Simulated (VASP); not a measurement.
# I (Fd-3m) in VASP: further runs

Runs on I. Level: PBE. Tasks: single point, relaxation of cell and atoms.

Program: VASP 6.6.1. These are calculated values, not measurements. Logs are shortened: lines on timing, memory, paths and dates and some standing lists are left out, and cuts for length are marked.

### Step 1. The cell of the first run

The structure is cubic, space group Fd-3m (No. 227). Conventional cell: a = 7.837 Å, b = 7.837 Å, c = 7.837 Å, α = 90.00°, β = 90.00°, γ = 90.00°. Within 4.5 Å of I (site symmetry -43m) lie 4 I at 3.39 Å.

### Step 2. Single point, PBE

Contents of INCAR:

```
  ALGO = Normal
  EDIFF = 1E-7
  ENCUT = 520
  GGA = PE
  ISIF = 2
  ISMEAR = 1
  LASPH = True
  LCHARG = False
  LREAL = False
  LWAVE = False
  NBANDS = 14
  NELM = 100
  PREC = Accurate
  SIGMA = 0.02
```

Contents of KPOINTS:

```
k-points
0
Gamma
  11 11 11
```

Contents of POSCAR:

```
I
1.0
    0.0000000000      3.9187034568      3.9187034568
    3.9187034568      0.0000000000      3.9187034568
    3.9187034568      3.9187034568      0.0000000000
I
2
Direct
    0.0000000000      0.0000000000      0.0000000000
    0.2500000000      0.2500000000      0.2500000000
```

Potentials or basis: VASP PAW PBE potentials, release 64 (I).

The run is started by

```sh
$ cat potpaw_PBE.64/I/POTCAR > POTCAR
$ mpirun -np 1 vasp_std > vasp.out
```

OUTCAR:

```text
EDIFF = 1E-7
   ENCUT = 520
   GGA = PE
   ISIF = 2
   ISMEAR = 1
   LASPH = True
   LREAL = False
   NELM = 100
   PREC = Accurate

 ion  position               nearest neighbor table
   1  0.000  0.000  0.000-   2 3.39   2 3.39   2 3.39   2 3.39
   2  0.250  0.250  0.250-   1 3.39   1 3.39   1 3.39   1 3.39

  LATTYP: Found a face centered cubic cell.
 ALAT       =     7.8374069136

  Lattice vectors:

 A1 = (   0.0000000000,   3.9187034568,   3.9187034568)
 A2 = (   3.9187034568,   0.0000000000,   3.9187034568)
 A3 = (   3.9187034568,   3.9187034568,   0.0000000000)

Analysis of symmetry for initial positions (statically):
=====================================================================
 Subroutine PRICEL returns:
 Original cell was already a primitive cell.

 Routine SETGRP: Setting up the symmetry group for a
 face centered cubic supercell.

 Subroutine GETGRP returns: Found 48 space group operations
 (whereof 24 operations were pure point group operations)
 out of a pool of 48 trial point group operations.

The static configuration has the point symmetry T_d .
 The point group associated with its full space group is O_h .

Analysis of symmetry for dynamics (positions and initial velocities):
=====================================================================
 Subroutine PRICEL returns:
 Original cell was already a primitive cell.

 Routine SETGRP: Setting up the symmetry group for a
 face centered cubic supercell.

 Subroutine GETGRP returns: Found 48 space group operations
 (whereof 24 operations were pure point group operations)
 out of a pool of 48 trial point group operations.

The dynamic configuration has the point symmetry T_d .
 The point group associated with its full space group is O_h .

 Subroutine INISYM returns: Found 48 space group operations
 (whereof 24 operations are pure point group operations),
 and found     1 'primitive' translations

----------------------------------------------------------------------------------------

                                     Primitive cell

  volume of cell :     120.3531

  direct lattice vectors                    reciprocal lattice vectors
     0.000000000  3.918703457  3.918703457    -0.127593222  0.127593222  0.127593222
     3.918703457  0.000000000  3.918703457     0.127593222 -0.127593222  0.127593222
     3.918703457  3.918703457  0.000000000     0.127593222  0.127593222 -0.127593222

  length of vectors
     5.541883576  5.541883576  5.541883576     0.220997943  0.220997943  0.220997943

  position of ions in fractional coordinates (direct lattice)
     0.000000000  0.000000000  0.000000000
     0.250000000  0.250000000  0.250000000

  ion indices of the primitive-cell ions
   primitive index   ion index
                 1           1
                 2           2

----------------------------------------------------------------------------------------

 KPOINTS: k-points

Automatic generation of k-mesh.
 Grid dimensions read from file:
 generate k-points for:   11   11   11

 Generating k-lattice:

  Cartesian coordinates                     Fractional coordinates (reciprocal lattice)
    -0.011599384  0.011599384  0.011599384     0.090909091  0.000000000  0.000000000
     0.011599384 -0.011599384  0.011599384     0.000000000  0.090909091  0.000000000
     0.011599384  0.011599384 -0.011599384     0.000000000  0.000000000  0.090909091

  Length of vectors
     0.020090722  0.020090722  0.020090722

  Shift w.r.t. Gamma in fractional coordinates (k-lattice)
     0.000000000  0.000000000  0.000000000

 Subroutine IBZKPT returns following result:
 ===========================================

 Found     56 irreducible k-points:

 Following reciprocal coordinates:
            Coordinates               Weight
  0.000000  0.000000  0.000000      1.000000
  0.090909  0.000000  0.000000      8.000000
  0.181818  0.000000  0.000000      8.000000
  0.272727  0.000000  0.000000      8.000000
  0.363636  0.000000  0.000000      8.000000
  0.454545  0.000000  0.000000      8.000000
[... 16 lines left out ...]
 -0.272727  0.181818  0.000000     24.000000
 -0.181818  0.181818  0.000000     12.000000
 [... further k-points ...]
   k-points           NKPTS =     56   k-points in BZ     NKDIM =     56   number of bands    NBANDS=     14
   number of dos      NEDOS =    301   number of ions     NIONS =      2
   total plane-waves  NPLWV =  74088
   dimension x,y,z NGX =    42 NGY =   42 NGZ =   42
   dimension x,y,z NGXF=    84 NGYF=   84 NGZF=   84
   ions per type =               2
   NGX,Y,Z   is equivalent  to a cutoff of  12.60, 12.60, 12.60 a.u.
   NGXF,Y,Z  is equivalent  to a cutoff of  25.20, 25.20, 25.20 a.u.
 SYSTEM =  unknown system
   PREC   = accura    normal or accurate (medium, high low for compatibility)
   ISTART =      0    job   : 0-new  1-cont  2-samecut
   ICHARG =      2    charge: 1-file 2-atom 10-const
   ISPIN  =      1    spin polarized calculation?
   LNONCOLLINEAR =      F non collinear calculations
   LSORBIT =      F    spin-orbit coupling
   LASPH  =      T    aspherical Exc in radial PAW
   ENCUT  =  520.0 eV  38.22 Ry    6.18 a.u.  10.30 10.30 10.30*2*pi/ulx,y,z
   NELM   =    100;   NELMIN=  2; NELMDL= -5     # of ELM steps
   EDIFF  = 0.1E-06   stopping-criterion for ELM
   LREAL  =      F    real-space projection
   EDIFFG = 0.1E-05   stopping-criterion for IOM
   NSW    =      0    number of steps for IOM
   IBRION =     -1    ionic relax: 0-MD 1-quasi-New 2-CG
   NFREE  =      0    steps in history (QN), initial steepest desc. (CG)
   ISIF   =      2    stress and relaxation
   ISYM   =      2    0-nonsym 1-usesym 2-fastsym
   POTIM  = 0.5000    time-step for ionic-motion
   TEBEG  =    0.0;   TEEND  =   0.0 temperature during run
   PSTRESS=    0.0 pullay stress
   NELECT =      14.0000    total number of electrons
   NUPDOWN=      -1.0000    fix difference up-down
   EMIN   =  10.00;   EMAX   =-10.00  energy-range for DOS
   EFERMI =   0.00;   METHOD = LEGACY
   ISMEAR =     1;   SIGMA  =   0.02  broadening in eV -4-tet -1-fermi 0-gaus
   EFERMI_NEDOS =   21; number of points for ismear=-14 and -15
   IALGO  =     38    algorithm
   IMIX   =      4    mixing-type and parameters
     AMIX     =   0.40;   BMIX     =  1.00
     AMIX_MAG =   1.60;   BMIX_MAG =  1.00
  volume/ion in A,a.u.               =      60.18       406.09
  Fermi-wavevector in a.u.,A,eV,Ry     =   0.799156  1.510187  8.689374  0.638651
  Thomas-Fermi vector in A             =   1.906206
   LORBIT       =      0    0 simple, 1 ext, 2 COOP (PROOUT), +10 PAW based schemes
   GGA     = PE    functional components
   LHFCALC =     F    Hartree Fock is set to
   AEXX    =    0.0000 exact exchange contribution
   IVDW    =     0    specifies the selected vdW correction
   LEPSILON=     F    determine dielectric tensor
   LRPA    =     F    only Hartree local field effects (RPA)
 non-spin polarized calculation
 Methfessel and Paxton  Order N= 1 SIGMA  =   0.02
  energy-cutoff  :      520.00
  volume of cell :      120.35
 maximum number of plane-waves:      3287
 NGX is ok and might be reduce to    42
   NGX = 21   NGY = 21   NGZ = 21

 number of electron      13.9999999 magnetization

 Free energy of the ion-electron system (eV)
  ---------------------------------------------------
  ext. energy  EPLUGINS =         0.00000000
  ---------------------------------------------------
  free energy    TOTEN  =        -1.94032263 eV

  energy without entropy =       -1.94001941  energy(sigma->0) =       -1.94022156

 E-fermi :   0.3429     XC(G=0):  -6.4272

 val. band max:        0.3407977343   @ k =  -0.4545   0.0909   0.0000
 cond. band min:       0.3473993202   @ k =  -0.2727   0.3636   0.0909
 fundamental gap:      0.0066015859
 Fermi energy:         0.3428908601

 k-point     1 :       0.0000    0.0000    0.0000
  band No.  band energies     occupation
      1     -12.5405      2.00000
      2     -10.6935      2.00000
      3      -2.2069      2.00000
      4      -2.2069      2.00000
      5      -2.2069      2.00000
      6      -0.4945      2.00000
      7      -0.4945      2.00000
      8      -0.4945      2.00000
      9       4.7846      0.00000
     10       7.2782      0.00000
     11       7.2782      0.00000
     12       8.5960      0.00000
     13       8.5960      0.00000
     14       8.5960      0.00000

 k-point     2 :       0.0909    0.0000    0.0000
  band No.  band energies     occupation
      1     -12.5173      2.00000
      2     -10.7288      2.00000
      3      -2.2408      2.00000
      4      -2.2408      2.00000
      5      -2.2293      2.00000
      6      -0.4575      2.00000
      7      -0.4456      2.00000
      8      -0.4456      2.00000
      9       4.9253      0.00000
     10       7.1651      0.00000
     11       7.1651      0.00000
     12       8.4923      0.00000
     13       8.8581      0.00000
     14       8.8581      0.00000

 k-point     3 :       0.1818    0.0000    0.0000
  band No.  band energies     occupation
      1     -12.4507      2.00000
      2     -10.8278      2.00000
      3      -2.3237      2.00000
      4      -2.3237      2.00000
      5      -2.2949      2.00000
      6      -0.3399      2.00000
      7      -0.3228      2.00000
      8      -0.3228      2.00000
      9       5.2964      0.00000
     10       7.0065      0.00000
     11       7.0065      0.00000
     12       8.3115      0.00000
     13       9.4182      0.00000
     14       9.4182      0.00000
[... 324 lines left out ...]
 k-point    23 :      -0.2727    0.1818    0.0000
  band No.  band energies     occupation
      1     -12.1991      2.00000
      2     -11.1682      2.00000
      3      -2.8533      2.00000
      4      -2.5023      2.00000
      5      -2.0562      2.00000
      6      -0.3637      2.00000
      7      -0.0336      2.00000
      8       0.3377      1.42409
      9       6.1348      0.00000
     10       6.7112      0.00000
     11       6.9581      0.00000
     12       8.0254      0.00000
     13       9.1938      0.00000
     14       9.5509      0.00000

 k-point    24 :      -0.1818    0.1818    0.0000
  band No.  band energies     occupation
      1     -12.3118      2.00000
      2     -11.0216      2.00000
      3      -2.7094      2.00000
      4      -2.4061      2.00000
      5      -2.1261      2.00000
      6      -0.3916      2.00000
      7      -0.1880      2.00000
      8       0.1581      2.00000
      9       5.9072      0.00000
     10       6.6481      0.00000
     11       7.0139      0.00000
     12       8.4576      0.00000
     13       8.9327      0.00000
     14       9.6041      0.00000

 [... further k-points ...]
[... 5 lines left out ...]
  --------------------------------------------------------------------------------------
  -------------------------------------------------------------------------------------
  Total       -0.0110993     -0.0110993     -0.0110993      0.0000000     -0.0000000     -0.0000000
  in kB       -0.1477575     -0.1477575     -0.1477575      0.0000000     -0.0000000     -0.0000000
  external PRESSURE =      -0.1477575 kB  Pullay stress =       0.0000000 kB

 VOLUME and BASIS-vectors are now :
 -----------------------------------------------------------------------------
  energy-cutoff  :      520.00
  volume of cell :      120.35
      direct lattice vectors                 reciprocal lattice vectors
     0.000000000  3.918703457  3.918703457    -0.127593222  0.127593222  0.127593222
     3.918703457  0.000000000  3.918703457     0.127593222 -0.127593222  0.127593222
     3.918703457  3.918703457  0.000000000     0.127593222  0.127593222 -0.127593222

 POSITION                                       TOTAL-FORCE (eV/Angst)
 -----------------------------------------------------------------------------------
      0.00000      0.00000      0.00000        -0.000000     -0.000000     -0.000000
      1.95935      1.95935      1.95935         0.000000      0.000000      0.000000
 -----------------------------------------------------------------------------------
    total drift:                               -0.000000     -0.000000     -0.000000

  FREE ENERGIE OF THE ION-ELECTRON SYSTEM (eV)
  ---------------------------------------------------
  free  energy   TOTEN  =        -1.9403226301 eV

  energy  without entropy=       -1.9400194073  energy(sigma->0) =       -1.94022156
```

It took 36 s on 1 thread of Intel Xeon 6975P-C (Granite Rapids), shared host; peak memory 0.28 GiB.

Results:

```yaml
Free_energy: -1.9403 eV
Pressure: 0.0 GPa
Band_gap_on_the_k_mesh: zero (band 7 reaches 0.67 eV, above the bottom of band 8 at -0.49 eV)
```

Caveat: spin-orbit coupling is left out, which moves the levels of the heavy elements.

### Step 3. Relaxation of cell and atoms, PBE

This run uses another cell than the first one, of 42.69 Å³/atom, 0.709 times its volume.

Contents of INCAR:

```
SYSTEM = I
PREC = Accurate
ENCUT = 600
EDIFF = 1E-6
ISMEAR = 1
SIGMA = 0.02
LREAL = .False.
LASPH = .True.
NELM = 60
ALGO = Normal
ISIF = 3
LWAVE = .False.
LCHARG = .False.
GGA = PE
IBRION = 2
NSW = 80
EDIFFG = -0.03
```

Contents of KPOINTS:

```
Automatic mesh
0
Gamma
  11 11 11
  0 0 0
```

Contents of POSCAR:

```
I
1.0
    0.0000000000      3.4950000000      3.4950000000
    3.4950000000      0.0000000000      3.4950000000
    3.4950000000      3.4950000000      0.0000000000
I
2
Direct
    0.0000000000      0.0000000000      0.0000000000
    0.2500000000      0.2500000000      0.2500000000
```

Potentials or basis: VASP PAW PBE potentials, release 64 (I).

The run is started by

```sh
$ cat potpaw_PBE.64/I/POTCAR > POTCAR
$ mpirun -np 1 vasp_std > vasp.out
```

It took 80 s on 1 thread of Intel Xeon 6975P-C (Granite Rapids), shared host; peak memory 0.27 GiB.

It converged, with:

| Quantity | Value |
| --- | --- |
| Free energy | -1.9395 eV |
| Relaxed volume | 60.11 Å³/atom |
| Relaxed cell | a = 5.540 Å, b = 5.540 Å, c = 5.540 Å, α = 60.00°, β = 60.00°, γ = 60.00° |
| Space group after relaxing (to 0.05 Å) | Fd-3m (No. 227) |
| Energy gained by relaxing | 346.8 meV/atom |
| Ionic steps | 4 |
| Pressure after relaxing | 0.0 GPa |
| Band gap on the k mesh | zero (band 7 reaches 0.68 eV, above the bottom of band 8 at -0.49 eV) |

Step by step:
```csv
step,energy change (eV),largest force (eV/Å),pressure (GPa),volume (Å³)
1,0.0000,0.0000,8.83,85.38
2,-0.6919,0.0000,0.23,117.87
3,-0.6933,0.0000,-0.09,121.16
4,-0.6936,0.0000,-0.03,120.22
```

Final structure:
```cif
data_structure
_symmetry_space_group_name_H-M 'P 1'
_symmetry_Int_Tables_number 1
_cell_length_a 5.5399
_cell_length_b 5.5399
_cell_length_c 5.5399
_cell_angle_alpha 60.000
_cell_angle_beta 60.000
_cell_angle_gamma 60.000
_cell_volume 120.22
loop_
_atom_site_label
_atom_site_type_symbol
_atom_site_fract_x
_atom_site_fract_y
_atom_site_fract_z
_atom_site_occupancy
I1 I 0.00000 0.00000 0.00000 1
I2 I 0.25000 0.25000 0.25000 1
```

Levels at points of the mesh, in eV from the Fermi level:
```csv
k point,band 4,band 5,band 6,band 7,band 8,band 9,band 10,band 11
"(0.00, 0.00, 0.00)",-2.55,-2.55,-0.84,-0.84,-0.84,4.44,6.93,6.93
```

Caveat: the volume moved by over 15 % at a fixed basis, so the end points are rough; spin-orbit coupling is left out, which moves the levels of the heavy elements.
